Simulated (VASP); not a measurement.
A run of VASP 6.6.1 is set up as follows.

The input INCAR:

```
  PREC = Accurate
  ENCUT = 520
  EDIFF = 1E-6
  ISMEAR = 0
  SIGMA = 0.1
  LREAL = F
  LASPH = T
  NELM = 80
  ALGO = Normal
  ISIF = 2
  LWAVE = F
  LCHARG = T
  GGA = RP
  LELF = T
  LVHAR = T
  NBANDS = 11
```

KPOINTS

```
Automatic mesh
0
Gamma
  8 8 8
```

File POSCAR:

```
Ba
1.0
   -2.5065000000      2.5065000000      2.5065000000
    2.5065000000     -2.5065000000      2.5065000000
    2.5065000000      2.5065000000     -2.5065000000
Ba
1
Direct
    0.0000000000      0.0000000000      0.0000000000
```

Potentials or basis: VASP PAW PBE potentials, release 64 (Ba_sv).

Run with:

```console
$ cat potpaw_PBE.64/Ba_sv/POTCAR > POTCAR
$ mpirun -np 1 vasp_std > vasp.out
```

What does it give for the pressure?

0.7 GPa.

Predict the band gap on the k mesh.

zero (band 5 reaches 2.28 eV, above the bottom of band 6 at 1.21 eV).

Caveat: the PAW data sets were made with another functional, which shifts forces and pressure a little; spin-orbit coupling is left out, which moves the levels of the heavy elements.
